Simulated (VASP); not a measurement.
## Tc: single point with LDA

Tc:

```
Tc
1.0
     2.74000    0.00000    0.00000
    -1.37000    2.37291    0.00000
     0.00000    0.00000    4.39800
Tc
2
Direct
  0.33333 0.66667 0.25000
  0.66667 0.33333 0.75000
```

| Item | Value |
| --- | --- |
| Program | VASP 6.6.1 |
| Task | single point |
| Functional | LDA |
| Potentials or basis | VASP PAW LDA potentials, release 64 (Tc_pv) |
| Cutoff | 520 eV |
| k mesh | 17 × 17 × 9 |
| Occupations | fermi-dirac, width 0.08 eV |
| Spin | no spin polarisation |
| Dipole correction | no |
| Further INCAR settings | ALGO = Normal; EDIFF = 1e-06; NBANDS = 20 |

- Pressure: -11.6 GPa
- Band gap on the k mesh: zero (bands 13 and 14 overlap by 3.05 eV)

Stress tensor (GPa, compression positive):
```
-11.06   0.00   0.00
  0.00 -11.06   0.00
  0.00   0.00 -12.80
```

Levels at points of the mesh, in eV from the Fermi level:
| k point | band 9 | band 10 | band 11 | band 12 | band 13 | band 14 | band 15 | band 16 | band 17 | band 18 |
| --- | --- | --- | --- | --- | --- | --- | --- | --- | --- | --- |
| (0.00, 0.00, 0.00) | -1.55 | -1.55 | -1.50 | -0.83 | -0.83 | -0.12 | -0.12 | 1.71 | 2.55 | 2.55 |

It took 72 s on 1 thread of Intel Xeon 8259CL, on a shared host, peak memory 0.19 GiB.

Caveat: the cell stands under tension.
